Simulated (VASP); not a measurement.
Wanted: the native input for a VASP 6.6.1 run.

```
Task                   : single point
Functional             : PBE
Potentials or basis    : VASP PAW PBE potentials, release 64 (Al, N)
Cutoff                 : 520 eV
k mesh                 : 4 × 4 × 4
Occupations            : gaussian, width 0.01 eV
Spin                   : no spin polarisation
Dipole correction      : no
Further INCAR settings : ALGO = Normal; EDIFF = 1e-07; NBANDS = 11
```

The structure of AlN lies in POSCAR:

```
AlN
1.0
    0.0000000000      2.1839935600      2.1839935600
    2.1839935600      0.0000000000      2.1839935600
    2.1839935600      2.1839935600      0.0000000000
Al N
1 1
Direct
    0.0000000000      0.0000000000      0.0000000000
    0.7500000000      0.7500000000      0.7500000000
```

One way to write it, as run:

INCAR

```
SYSTEM = AlN
ALGO     = Normal         ! electronic algorithm
EDIFF    = 1E-7           ! SCF threshold, eV
ENCUT    = 520            ! plane-wave cutoff, eV
GGA      = PE             ! functional
ISIF     = 2              ! what is computed and relaxed
ISMEAR   = 0              ! smearing method
LASPH    = .True.         ! aspherical terms in the spheres
LCHARG   = .False.        ! write CHGCAR
LREAL    = .False.        ! projectors in reciprocal space
LWAVE    = .False.        ! write WAVECAR
NBANDS   = 11             ! bands
NELM     = 100            ! most SCF steps
PREC     = Accurate       ! precision mode
SIGMA    = 0.01           ! smearing width, eV
```

KPOINTS

```
k-points
0
Gamma
  4 4 4
  0 0 0
```

Potentials or basis: VASP PAW PBE potentials, release 64 (Al, N).

Run with:

```bash
$ cat potpaw_PBE.64/Al/POTCAR potpaw_PBE.64/N/POTCAR > POTCAR
$ mpirun -np 1 vasp_std > vasp.out
```

Results of the run:

```yaml
Pressure: 4.6 GPa
Band_gap_on_the_k_mesh: 3.29 eV, indirect (least direct gap 4.18 eV)
```

Caveat: the k points lie up to 0.62 Å⁻¹ apart.

Run time: 1.6 s on 1 thread of Intel(R) Xeon(R) 6975P-C (Granite Rapids), with other jobs on the host, peak memory 0.13 GiB.
